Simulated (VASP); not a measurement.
# Li (Pm-3m) in VASP: further runs

Li is run at these levels: PBE; tasks: single point.

Everything below comes from runs of VASP 6.6.1. Logs are shortened: lines on timing, memory, paths and dates and some standing lists are left out, and cuts for length are marked.

### Step 1. The cell of the first run

The structure is cubic, space group Pm-3m (No. 221). The conventional cell has a = 2.677 Å, b = 2.677 Å, c = 2.677 Å, α = 90.00°, β = 90.00°, γ = 90.00°. Within 3.5 Å of Li (site symmetry m-3m) lie 6 Li at 2.68 Å.

This isn't the form of Li at room conditions, which is bcc.

### Step 2. Single point, PBE

INCAR reads:

```
PREC = Accurate
ENCUT = 520
EDIFF = 1E-7
ISMEAR = -1
SIGMA = 0.06122561905347299
LREAL = False
LASPH = True
NELM = 100
ALGO = Normal
ISIF = 2
LWAVE = False
LCHARG = False
GGA = PE
NBANDS = 8
```

KPOINTS reads:

```
regular mesh
0
Gamma
  40 40 40
```

POSCAR reads:

```
Li
1.0
    2.6768220294      0.0000000000      0.0000000000
    0.0000000000      2.6768220294      0.0000000000
    0.0000000000      0.0000000000      2.6768220294
Li
1
Direct
    0.0000000000      0.0000000000      0.0000000000
```

Potentials or basis: VASP PAW PBE potentials, release 64 (Li_sv).

On the command line:

```console
$ cat potpaw_PBE.64/Li_sv/POTCAR > POTCAR
$ mpirun -np 1 vasp_std > vasp.out
```

OUTCAR:

```text
PREC = Accurate
   ENCUT = 520
   EDIFF = 1E-7
   ISMEAR = -1
   LREAL = False
   LASPH = True
   NELM = 100
   ISIF = 2
   GGA = PE

 ion  position               nearest neighbor table
   1  0.000  0.000  0.000-

  LATTYP: Found a simple cubic cell.
 ALAT       =     2.6768220294

  Lattice vectors:

 A1 = (   2.6768220294,   0.0000000000,   0.0000000000)
 A2 = (   0.0000000000,   2.6768220294,   0.0000000000)
 A3 = (   0.0000000000,   0.0000000000,   2.6768220294)

Analysis of symmetry for initial positions (statically):
=====================================================================
 Subroutine PRICEL returns:
 Original cell was already a primitive cell.

 Routine SETGRP: Setting up the symmetry group for a
 simple cubic supercell.

 Subroutine GETGRP returns: Found 48 space group operations
 (whereof 48 operations were pure point group operations)
 out of a pool of 48 trial point group operations.

The static configuration has the point symmetry O_h .

Analysis of symmetry for dynamics (positions and initial velocities):
=====================================================================
 Subroutine PRICEL returns:
 Original cell was already a primitive cell.

 Routine SETGRP: Setting up the symmetry group for a
 simple cubic supercell.

 Subroutine GETGRP returns: Found 48 space group operations
 (whereof 48 operations were pure point group operations)
 out of a pool of 48 trial point group operations.

The dynamic configuration has the point symmetry O_h .

 Subroutine INISYM returns: Found 48 space group operations
 (whereof 48 operations are pure point group operations),
 and found     1 'primitive' translations

----------------------------------------------------------------------------------------

                                     Primitive cell

  volume of cell :      19.1804

  direct lattice vectors                    reciprocal lattice vectors
     2.676822029  0.000000000  0.000000000     0.373577320  0.000000000  0.000000000
     0.000000000  2.676822029  0.000000000     0.000000000  0.373577320  0.000000000
     0.000000000  0.000000000  2.676822029     0.000000000  0.000000000  0.373577320

  length of vectors
     2.676822029  2.676822029  2.676822029     0.373577320  0.373577320  0.373577320

  position of ions in fractional coordinates (direct lattice)
     0.000000000  0.000000000  0.000000000

[... 75 lines left out ...]
   EDIFF  = 0.1E-06   stopping-criterion for ELM
   LREAL  =      F    real-space projection
   EDIFFG = 0.1E-05   stopping-criterion for IOM
   NSW    =      0    number of steps for IOM
   IBRION =     -1    ionic relax: 0-MD 1-quasi-New 2-CG
   NFREE  =      0    steps in history (QN), initial steepest desc. (CG)
   ISIF   =      2    stress and relaxation
   ISYM   =      2    0-nonsym 1-usesym 2-fastsym
   POTIM  = 0.5000    time-step for ionic-motion
   TEBEG  =    0.0;   TEEND  =   0.0 temperature during run
   PSTRESS=    0.0 pullay stress
   NELECT =       3.0000    total number of electrons
   NUPDOWN=      -1.0000    fix difference up-down
   EMIN   =  10.00;   EMAX   =-10.00  energy-range for DOS
   EFERMI =   0.00;   METHOD = LEGACY
   ISMEAR =    -1;   SIGMA  =   0.06  broadening in eV -4-tet -1-fermi 0-gaus
   EFERMI_NEDOS =   21; number of points for ismear=-14 and -15
   IALGO  =     38    algorithm
   IMIX   =      4    mixing-type and parameters
     AMIX     =   0.40;   BMIX     =  1.00
     AMIX_MAG =   1.60;   BMIX_MAG =  1.00
  volume/ion in A,a.u.               =      19.18       129.44
  Fermi-wavevector in a.u.,A,eV,Ry     =   0.882055  1.666843 10.585623  0.778021
  Thomas-Fermi vector in A             =   2.002635
   LORBIT       =      0    0 simple, 1 ext, 2 COOP (PROOUT), +10 PAW based schemes
   GGA     = PE    functional components
   LHFCALC =     F    Hartree Fock is set to
   AEXX    =    0.0000 exact exchange contribution
   IVDW    =     0    specifies the selected vdW correction
   LEPSILON=     F    determine dielectric tensor
   LRPA    =     F    only Hartree local field effects (RPA)
 non-spin polarized calculation
  energy-cutoff  :      520.00
  volume of cell :       19.18
 maximum number of plane-waves:       552
 NGX is ok and might be reduce to    20
   NGX =  9   NGY =  9   NGZ =  9

 number of electron       2.9999990 magnetization

 Free energy of the ion-electron system (eV)
  ---------------------------------------------------
  ext. energy  EPLUGINS =         0.00000000
  ---------------------------------------------------
  free energy    TOTEN  =        -1.78490976 eV

  energy without entropy =       -1.78017075  energy(sigma->0) =       -1.78254026

 E-fermi :   0.7444     XC(G=0):  -7.1778

 val. band max:        0.7438474469   @ k =   0.4000   0.2250   0.1500
 cond. band min:       0.7452702244   @ k =   0.3500   0.3250   0.0250
 fundamental gap:      0.0014227776
 Fermi energy:         0.7443718250

 k-point     1 :       0.0000    0.0000    0.0000
  band No.  band energies     occupation
      1     -45.9558      2.00000
      2      -2.8110      2.00000
      3      13.2154      0.00000
      4      13.2154      0.00000
      5      13.2154      0.00000
      6      15.6566      0.00000
      7      15.6566      0.00000
      8      22.2132      0.00000
[... 243 lines left out ...]
 k-point    24 :       0.0750    0.0250    0.0000
  band No.  band energies     occupation
      1     -45.9543      2.00000
      2      -2.7161      2.00000
      3      11.6878      0.00000
      4      13.1190      0.00000
      5      13.3304      0.00000
      6      15.9757      0.00000
      7      17.3489      0.00000
      8      22.1426      0.00000

 [... further k-points ...]

------------------------ aborting loop because EDIFF is reached ----------------------------------------

  FORCE on cell =-STRESS in cart. coord.  units (eV):
  Direction    XX          YY          ZZ          XY          YZ          ZX
  --------------------------------------------------------------------------------------
  -------------------------------------------------------------------------------------
  Total        0.0898626      0.0898626      0.0898626     -0.0000000      0.0000000     -0.0000000
  in kB        7.5063912      7.5063912      7.5063912     -0.0000000      0.0000000     -0.0000000
  external PRESSURE =       7.5063912 kB  Pullay stress =       0.0000000 kB

 VOLUME and BASIS-vectors are now :
 -----------------------------------------------------------------------------
  energy-cutoff  :      520.00
  volume of cell :       19.18
      direct lattice vectors                 reciprocal lattice vectors
     2.676822029  0.000000000  0.000000000     0.373577320  0.000000000  0.000000000
     0.000000000  2.676822029  0.000000000     0.000000000  0.373577320  0.000000000
     0.000000000  0.000000000  2.676822029     0.000000000  0.000000000  0.373577320

 POSITION                                       TOTAL-FORCE (eV/Angst)
 -----------------------------------------------------------------------------------
      0.00000      0.00000      0.00000         0.000000      0.000000      0.000000
 -----------------------------------------------------------------------------------
    total drift:                               -0.000000      0.000000      0.000000

  FREE ENERGIE OF THE ION-ELECTRON SYSTEM (eV)
  ---------------------------------------------------
  free  energy   TOTEN  =        -1.7849097574 eV

  energy  without entropy=       -1.7801707536  energy(sigma->0) =       -1.78254026
```

stdout:

```text
POSCAR found type information on POSCAR Li
 POSCAR found :  1 types and       1 ions
 scaLAPACK will be used
 LDA part: xc-table for (Slater+PW92), standard interpolation
 POSCAR, INCAR and KPOINTS ok, starting setup
 FFT: planning ... GRIDC
 FFT: planning ... GRID_SOFT
 FFT: planning ... GRID
 WAVECAR not read
 entering main loop
```

Wall time 97 s (1 thread of Intel Xeon Platinum 8488C (Sapphire Rapids), shared host); peak memory 0.3 GiB.

Results:

```yaml
Free_energy: -1.7849 eV
Band_gap_on_the_k_mesh: zero (an odd number of electrons rules out a gap without spin polarisation)
```

Caveat: the cutoff is under 1.25 times the usual one of these potentials, so pressure, stress and relaxed cells hold a basis-set (Pulay) error.

### Step 3. Single point, PBE

This run uses another cell than the first one, of 19.59 Å³/atom.

INCAR reads:

```
  PREC = Accurate
  ENCUT = 520
  EDIFF = 1E-7
  ISMEAR = -1
  SIGMA = 0.06122561905347299
  LREAL = F
  LASPH = T
  NELM = 60
  ALGO = Normal
  ISIF = 2
  LWAVE = F
  LCHARG = T
  GGA = PE
  LELF = T
  LVHAR = T
  NBANDS = 8
```

KPOINTS reads:

```
Automatic mesh
0
Gamma
  40 40 40
```

POSCAR reads:

```
Li
1.0
    2.6956735099      0.0000000000      0.0000000000
    0.0000000000      2.6956735099      0.0000000000
    0.0000000000      0.0000000000      2.6956735099
Li
1
Direct
    0.0000000000      0.0000000000      0.0000000000
```

Potentials or basis: VASP PAW PBE potentials, release 64 (Li_sv).

On the command line:

```console
$ cat potpaw_PBE.64/Li_sv/POTCAR > POTCAR
$ mpirun -np 1 vasp_std > vasp.out
```

Run time: 82 s. Hardware: 1 thread of Intel Xeon Platinum 8488C (Sapphire Rapids), shared host; peak memory 0.3 GiB.

The run converged. Its results:

```
Free energy            : -1.7867 eV
Band gap on the k mesh : zero (an odd number of electrons rules out a gap without spin polarisation)
```

Levels at points of the mesh, in eV from the Fermi level:
```csv
k point,band 1,band 2,band 3,band 4
"(0.00, 0.00, 0.00)",-46.73,-3.53,12.29,12.29
"(0.50, 0.00, 0.00)",-46.70,-0.74,2.16,15.31
"(0.50, 0.50, 0.00)",-46.68,3.25,3.25,5.81
"(0.50, 0.50, 0.50)",-46.66,6.87,6.87,6.87
```

Caveat: the cutoff is under 1.25 times the usual one of these potentials, so pressure, stress and relaxed cells hold a basis-set (Pulay) error.
